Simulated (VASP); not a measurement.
BN (lda), 2 atoms in the cell. Symmetry: F-43m, No. 216, cubic system. The conventional cell has a = 3.616 Å, b = 3.616 Å, c = 3.616 Å, α = 90.00°, β = 90.00°, γ = 90.00°. B (site symmetry -43m) has 4 N at 1.57 Å within 2.1 Å. N (site symmetry -43m) has 4 B at 1.57 Å within 2.1 Å. 

```yaml
Program: VASP 6.6.1
Task: relaxation of cell and atoms
Functional: LDA
Potentials_or_basis: VASP PAW LDA potentials, release 64 (B, N)
Cutoff: 600 eV
k_mesh: 10 × 10 × 10
Occupations: gaussian, width 0.1 eV
Spin: no spin polarisation
Dipole_correction: no
Further_INCAR_settings: ALGO = Normal; EDIFF = 1e-07; IBRION = 2; EDIFFG = -0.05; NSW = 100; ISIF = 3
```

Potentials or basis: VASP PAW LDA potentials, release 64 (B, N).

Launch:

```bash
$ cat potpaw_LDA.64/B/POTCAR potpaw_LDA.64/N/POTCAR > POTCAR
$ mpirun -np 1 vasp_std > vasp.out
```

Hardware: 1 thread of Intel(R) Xeon(R) Platinum 8488C (Sapphire Rapids), on a shared host.

Q: How long does it take, and how much memory?

A: Run time: 5.7 s on 1 thread of Intel(R) Xeon(R) Platinum 8488C (Sapphire Rapids), with other jobs on the host, peak memory 0.11 GiB. Counts: scf iterations 27, k points 47, ion steps 3.
